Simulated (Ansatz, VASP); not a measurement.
Two plane-wave programs on Fe3SnSb

```
Sb Sn Fe
1.0
     4.18205    0.00000    0.00000
    -2.09102    3.62176    0.00000
     0.00000    0.00000    5.36340
Sb Sn Fe
1 1 3
Direct
  0.33333 0.66667 0.82047
  0.00000 0.00000 0.17868
  0.66667 0.33333 0.49756
  0.33333 0.66667 0.34187
  0.00000 0.00000 0.66141
```

Alike in both runs: task single point; functional PBE; k mesh 7 × 7 × 5; occupations fermi-dirac, width 0.05 eV; collinear spin.

```csv
,VASP,Ansatz
version,VASP 6.6.1,Ansatz 0.2.0
potentials or method,"VASP PAW PBE potentials, release 64 (Sb, Sn_d, Fe)",Ansatz PAW
plane-wave cutoff (eV),520,420
valence electrons in the cell,43,77
```

|  | VASP | Ansatz | Ansatz less VASP |
| --- | --- | --- | --- |
| gap on the k mesh at the Fermi level (eV) | none | none | - |
| pressure (GPa) | 2.7 | 2.7 | +0.07 |
| traceless stress, the component that is largest in VASP (GPa) | 0.33 | 0.42 | +0.089 |
| rms of the force components (eV/Å) | 0.039 | 0.046 | +0.0070 |
| net moment per atom (μB) | 1.12 | 1.12 | -0.002 |
| size of the moment on the site where the two differ most (μB) | 0.09 | 0.04 | -0.044 |

Site moments also hang on the region over which each program counts them. Atom by atom the forces differ by 0.009 eV/Å (rms over components). A gap of «none» marks a metal or a gap that the smearing closes. With one functional, cell and mesh, what is left measures potentials, basis and numerics. VASP's potentials hold 43 valence electrons a cell and Ansatz's 77, so a difference there can come from the potentials and not from the codes.

Spin-orbit coupling is off throughout.
